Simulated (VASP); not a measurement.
# GaSb (F-43m) in VASP: single point with PBEsol

Aim: the single point of GaSb with PBEsol.

All numbers are computed with VASP 6.6.1; they aren't measurements. Logs are shortened: lines on timing, memory, paths and dates and some standing lists are left out, and cuts for length are marked.

### Step 1. The cell of the first run

It takes space group F-43m (No. 216, cubic). The conventional cell has a = 6.118 Å, b = 6.118 Å, c = 6.118 Å, α = 90.00°, β = 90.00°, γ = 90.00°. Ga (site symmetry -43m) has 4 Sb at 2.65 Å within 3.5 Å. Within 3.5 Å of Sb (site symmetry -43m) lie 4 Ga at 2.65 Å.

### Step 2. Single point, PBEsol

INCAR reads:

```
PREC = Accurate ; ENCUT = 520
EDIFF = 1E-7 ; ISMEAR = 0
SIGMA = 0.15 ; LREAL = F
LASPH = T ; NELM = 60
ALGO = Normal ; ISIF = 2
LWAVE = F ; LCHARG = F
GGA = PS ; NBANDS = 46
```

KPOINTS reads:

```
regular mesh
0
Gamma
  8 8 8
```

POSCAR reads:

```
GaSb
1.0
    6.1180000000      0.0000000000      0.0000000000
    0.0000000000     -6.1180000000      0.0000000000
    0.0000000000      0.0000000000     -6.1180000000
Ga Sb
4 4
Direct
    0.0000000000      0.5000000000      0.5000000000
    0.5000000000      0.0000000000      0.5000000000
    0.5000000000      0.5000000000      0.0000000000
    0.0000000000      0.0000000000      0.0000000000
    0.7500000000      0.7500000000      0.7500000000
    0.2500000000      0.2500000000      0.7500000000
    0.2500000000      0.7500000000      0.2500000000
    0.7500000000      0.2500000000      0.2500000000
```

Potentials or basis: VASP PAW PBE potentials, release 64 (Ga_d, Sb).

On the command line:

```console
> cat potpaw_PBE.64/Ga_d/POTCAR potpaw_PBE.64/Sb/POTCAR > POTCAR
> mpirun -np 1 vasp_std > vasp.out
```

OUTCAR:

```text
PREC = Accurate
   ENCUT = 520
   EDIFF = 1E-7
   ISMEAR = 0
   LREAL = F
   LASPH = T
   NELM = 60
   ISIF = 2
   GGA = PS

 ion  position               nearest neighbor table
   1  0.000  0.500  0.500-   5 2.65   6 2.65   7 2.65   8 2.65
   2  0.500  0.000  0.500-   5 2.65   6 2.65   7 2.65   8 2.65
   3  0.500  0.500  0.000-   5 2.65   6 2.65   7 2.65   8 2.65
   4  0.000  0.000  0.000-   5 2.65   6 2.65   7 2.65   8 2.65
   5  0.750  0.750  0.750-   1 2.65   2 2.65   3 2.65   4 2.65
   6  0.250  0.250  0.750-   1 2.65   2 2.65   3 2.65   4 2.65
   7  0.250  0.750  0.250-   1 2.65   2 2.65   3 2.65   4 2.65
   8  0.750  0.250  0.250-   1 2.65   2 2.65   3 2.65   4 2.65

  LATTYP: Found a simple cubic cell.
 ALAT       =     6.1180000000

  Lattice vectors:

 A1 = (   6.1180000000,   0.0000000000,   0.0000000000)
 A2 = (   0.0000000000,  -6.1180000000,   0.0000000000)
 A3 = (   0.0000000000,   0.0000000000,  -6.1180000000)

Analysis of symmetry for initial positions (statically):
=====================================================================
 Subroutine PRICEL returns following result:

  LATTYP: Found a face centered cubic cell.
 ALAT       =     6.1180000000

  Lattice vectors:

 A1 = (   3.0590000000,   3.0590000000,   0.0000000000)
 A2 = (   3.0590000000,   0.0000000000,  -3.0590000000)
 A3 = (   0.0000000000,   3.0590000000,  -3.0590000000)

   4 primitive cells build up your supercell.

 Routine SETGRP: Setting up the symmetry group for a
 simple cubic supercell.

 Subroutine GETGRP returns: Found 24 space group operations
 (whereof 24 operations were pure point group operations)
 out of a pool of 48 trial point group operations.

The static configuration has the point symmetry T_d .

Analysis of symmetry for dynamics (positions and initial velocities):
=====================================================================
 Subroutine PRICEL returns following result:

  LATTYP: Found a face centered cubic cell.
 ALAT       =     6.1180000000

  Lattice vectors:

 A1 = (   3.0590000000,   3.0590000000,   0.0000000000)
 A2 = (   3.0590000000,   0.0000000000,  -3.0590000000)
 A3 = (   0.0000000000,   3.0590000000,  -3.0590000000)

   4 primitive cells build up your supercell.

 Routine SETGRP: Setting up the symmetry group for a
 simple cubic supercell.

 Subroutine GETGRP returns: Found 24 space group operations
 (whereof 24 operations were pure point group operations)
 out of a pool of 48 trial point group operations.

The dynamic configuration has the point symmetry T_d .

 Subroutine INISYM returns: Found 24 space group operations
 (whereof 24 operations are pure point group operations),
 and found     4 'primitive' translations

----------------------------------------------------------------------------------------

                                     Primitive cell

  volume of cell :      57.2491

  direct lattice vectors                    reciprocal lattice vectors
     3.059000000  3.059000000  0.000000000     0.163452109  0.163452109  0.163452109
     3.059000000  0.000000000 -3.059000000     0.163452109 -0.163452109 -0.163452109
     0.000000000  3.059000000 -3.059000000    -0.163452109  0.163452109 -0.163452109

  length of vectors
     4.326079287  4.326079287  4.326079287     0.283107357  0.283107357  0.283107357

  position of ions in fractional coordinates (direct lattice)
     1.000000000  0.000000000  0.000000000
     0.250000000  0.250000000  0.250000000

  ion indices of the primitive-cell ions
   primitive index   ion index
                 1           1
                 2           5

----------------------------------------------------------------------------------------

 KPOINTS: regular mesh

Automatic generation of k-mesh.
 Grid dimensions read from file:
 generate k-points for:    8    8    8

 Generating k-lattice:

  Cartesian coordinates                     Fractional coordinates (reciprocal lattice)
     0.020431514  0.000000000  0.000000000     0.125000000  0.000000000  0.000000000
     0.000000000 -0.020431514  0.000000000     0.000000000  0.125000000  0.000000000
     0.000000000  0.000000000 -0.020431514     0.000000000  0.000000000  0.125000000

  Length of vectors
     0.020431514  0.020431514  0.020431514

  Shift w.r.t. Gamma in fractional coordinates (k-lattice)
     0.000000000  0.000000000  0.000000000

 Subroutine IBZKPT returns following result:
 ===========================================

 Found     35 irreducible k-points:

 Following reciprocal coordinates:
            Coordinates               Weight
  0.000000  0.000000  0.000000      1.000000
  0.125000  0.000000  0.000000      6.000000
  0.250000  0.000000  0.000000      6.000000
  0.375000  0.000000  0.000000      6.000000
  0.500000  0.000000  0.000000      3.000000
  0.125000  0.125000  0.000000     12.000000
[... 16 lines left out ...]
  0.375000  0.375000  0.125000     24.000000
  0.500000  0.375000  0.125000     24.000000
 [... further k-points ...]
   k-points           NKPTS =     35   k-points in BZ     NKDIM =     35   number of bands    NBANDS=     46
   number of dos      NEDOS =    301   number of ions     NIONS =      8
   total plane-waves  NPLWV = 110592
   dimension x,y,z NGX =    48 NGY =   48 NGZ =   48
   dimension x,y,z NGXF=    96 NGYF=   96 NGZF=   96
   ions per type =               4   4
   NGX,Y,Z   is equivalent  to a cutoff of  13.04, 13.04, 13.04 a.u.
   NGXF,Y,Z  is equivalent  to a cutoff of  26.09, 26.09, 26.09 a.u.
 SYSTEM =  unknown system
   PREC   = accura    normal or accurate (medium, high low for compatibility)
   ISTART =      0    job   : 0-new  1-cont  2-samecut
   ICHARG =      2    charge: 1-file 2-atom 10-const
   ISPIN  =      1    spin polarized calculation?
   LNONCOLLINEAR =      F non collinear calculations
   LSORBIT =      F    spin-orbit coupling
   LASPH  =      T    aspherical Exc in radial PAW
   ENCUT  =  520.0 eV  38.22 Ry    6.18 a.u.  11.38 11.38 11.38*2*pi/ulx,y,z
   NELM   =     60;   NELMIN=  2; NELMDL= -5     # of ELM steps
   EDIFF  = 0.1E-06   stopping-criterion for ELM
   LREAL  =      F    real-space projection
   EDIFFG = 0.1E-05   stopping-criterion for IOM
   NSW    =      0    number of steps for IOM
   IBRION =     -1    ionic relax: 0-MD 1-quasi-New 2-CG
   NFREE  =      0    steps in history (QN), initial steepest desc. (CG)
   ISIF   =      2    stress and relaxation
   ISYM   =      2    0-nonsym 1-usesym 2-fastsym
   POTIM  = 0.5000    time-step for ionic-motion
   TEBEG  =    0.0;   TEEND  =   0.0 temperature during run
   PSTRESS=    0.0 pullay stress
   NELECT =      72.0000    total number of electrons
   NUPDOWN=      -1.0000    fix difference up-down
   EMIN   =  10.00;   EMAX   =-10.00  energy-range for DOS
   EFERMI =   0.00;   METHOD = LEGACY
   ISMEAR =     0;   SIGMA  =   0.15  broadening in eV -4-tet -1-fermi 0-gaus
   EFERMI_NEDOS =   21; number of points for ismear=-14 and -15
   IALGO  =     38    algorithm
   IMIX   =      4    mixing-type and parameters
     AMIX     =   0.40;   BMIX     =  1.00
     AMIX_MAG =   1.60;   BMIX_MAG =  1.00
  volume/ion in A,a.u.               =      28.62       193.17
  Fermi-wavevector in a.u.,A,eV,Ry     =   1.113208  2.103657 16.860766  1.239231
  Thomas-Fermi vector in A             =   2.249790
   LORBIT       =      0    0 simple, 1 ext, 2 COOP (PROOUT), +10 PAW based schemes
   GGA     = PS    functional components
   LHFCALC =     F    Hartree Fock is set to
   AEXX    =    0.0000 exact exchange contribution
   IVDW    =     0    specifies the selected vdW correction
   LEPSILON=     F    determine dielectric tensor
   LRPA    =     F    only Hartree local field effects (RPA)
 non-spin polarized calculation
 Gauss-broadening in eV      SIGMA  =   0.15
  energy-cutoff  :      520.00
  volume of cell :      229.00
 maximum number of plane-waves:      6198
 NGX is ok and might be reduce to    48
   NGX = 23   NGY = 23   NGZ = 23

 number of electron      72.0000053 magnetization

 Free energy of the ion-electron system (eV)
  ---------------------------------------------------
  ext. energy  EPLUGINS =         0.00000000
  ---------------------------------------------------
  free energy    TOTEN  =       -32.62335256 eV

  energy without entropy =      -32.62245826  energy(sigma->0) =      -32.62290541

 E-fermi :   4.8440     XC(G=0):  -9.2671

 val. band max:        4.7295719619   @ k =   0.0000   0.0000   0.0000
 cond. band min:       5.0771617977   @ k =   0.5000   0.5000   0.5000
 fundamental gap:      0.3475898357
 Fermi energy:         4.8440142821

 k-point     1 :       0.0000    0.0000    0.0000
  band No.  band energies     occupation
      1     -10.3117      2.00000
      2     -10.3117      2.00000
      3     -10.3117      2.00000
      4     -10.2657      2.00000
      5     -10.2657      2.00000
      6     -10.2657      2.00000
[... 38 lines left out ...]
     45       7.4880      0.00000
     46       7.4880      0.00000

 k-point     2 :       0.1250    0.0000    0.0000
  band No.  band energies     occupation
      1     -10.3108      2.00000
      2     -10.3108      2.00000
      3     -10.3102      2.00000
      4     -10.2677      2.00000
      5     -10.2648      2.00000
      6     -10.2648      2.00000
[... 38 lines left out ...]
     45       7.7708      0.00000
     46       7.7708      0.00000

 k-point     3 :       0.2500    0.0000    0.0000
  band No.  band energies     occupation
      1     -10.3085      2.00000
      2     -10.3085      2.00000
      3     -10.3056      2.00000
      4     -10.2733      2.00000
      5     -10.2622      2.00000
      6     -10.2622      2.00000
[... 38 lines left out ...]
     45       8.4438      0.00000
     46       8.4438      0.00000

 k-point     4 :       0.3750    0.0000    0.0000
  band No.  band energies     occupation
      1     -10.3061      2.00000
      2     -10.3061      2.00000
      3     -10.2987      2.00000
      4     -10.2813      2.00000
      5     -10.2582      2.00000
      6     -10.2582      2.00000
[... 920 lines left out ...]
     45       9.2963      0.00000
     46       9.2963      0.00000

 k-point    23 :       0.3750    0.3750    0.1250
  band No.  band energies     occupation
      1     -10.2998      2.00000
      2     -10.2968      2.00000
      3     -10.2968      2.00000
      4     -10.2866      2.00000
      5     -10.2575      2.00000
      6     -10.2559      2.00000
[... 38 lines left out ...]
     45       9.3136      0.00000
     46       9.3224      0.00000

 k-point    24 :       0.5000    0.3750    0.1250
  band No.  band energies     occupation
      1     -10.2977      2.00000
      2     -10.2977      2.00000
      3     -10.2915      2.00000
      4     -10.2915      2.00000
      5     -10.2550      2.00000
      6     -10.2550      2.00000
[... 38 lines left out ...]
     45       9.2193      0.00000
     46       9.2193      0.00000

 [... further k-points ...]

------------------------ aborting loop because EDIFF is reached ----------------------------------------

  FORCE on cell =-STRESS in cart. coord.  units (eV):
  Direction    XX          YY          ZZ          XY          YZ          ZX
  --------------------------------------------------------------------------------------
  -------------------------------------------------------------------------------------
  Total       -0.0952669     -0.0952669     -0.0952669     -0.0000000      0.0000000     -0.0000000
  in kB       -0.6665367     -0.6665367     -0.6665367     -0.0000000      0.0000000     -0.0000000
  external PRESSURE =      -0.6665367 kB  Pullay stress =       0.0000000 kB

 VOLUME and BASIS-vectors are now :
 -----------------------------------------------------------------------------
  energy-cutoff  :      520.00
  volume of cell :      229.00
      direct lattice vectors                 reciprocal lattice vectors
     6.118000000  0.000000000  0.000000000     0.163452109  0.000000000  0.000000000
     0.000000000 -6.118000000  0.000000000     0.000000000 -0.163452109  0.000000000
     0.000000000  0.000000000 -6.118000000     0.000000000  0.000000000 -0.163452109

 POSITION                                       TOTAL-FORCE (eV/Angst)
 -----------------------------------------------------------------------------------
      0.00000     -3.05900     -3.05900         0.000000     -0.000000     -0.000000
      3.05900      0.00000     -3.05900        -0.000000     -0.000000      0.000000
      3.05900     -3.05900      0.00000         0.000000      0.000000     -0.000000
      0.00000      0.00000      0.00000        -0.000000     -0.000000      0.000000
      4.58850     -4.58850     -4.58850         0.000000      0.000000     -0.000000
      1.52950     -1.52950     -4.58850         0.000000      0.000000     -0.000000
      1.52950     -4.58850     -1.52950         0.000000      0.000000     -0.000000
      4.58850     -1.52950     -1.52950        -0.000000      0.000000     -0.000000
 -----------------------------------------------------------------------------------
    total drift:                                0.000000     -0.000000      0.000000

  FREE ENERGIE OF THE ION-ELECTRON SYSTEM (eV)
  ---------------------------------------------------
  free  energy   TOTEN  =       -32.6233525649 eV

  energy  without entropy=      -32.6224582605  energy(sigma->0) =      -32.62290541
```

It took 13 min on 1 thread of Intel Xeon 8259CL, shared host; peak memory 0.49 GiB.

Results:

- Free energy: -32.6234 eV
- Pressure: -0.1 GPa
- Band gap on the k mesh: zero (filled and empty bands touch)

Caveat: semilocal functionals underestimate gaps, so a narrow gap can read as zero; the PAW data sets were made with another functional, which shifts forces and pressure a little; spin-orbit coupling is left out, which moves the levels of the heavy elements.
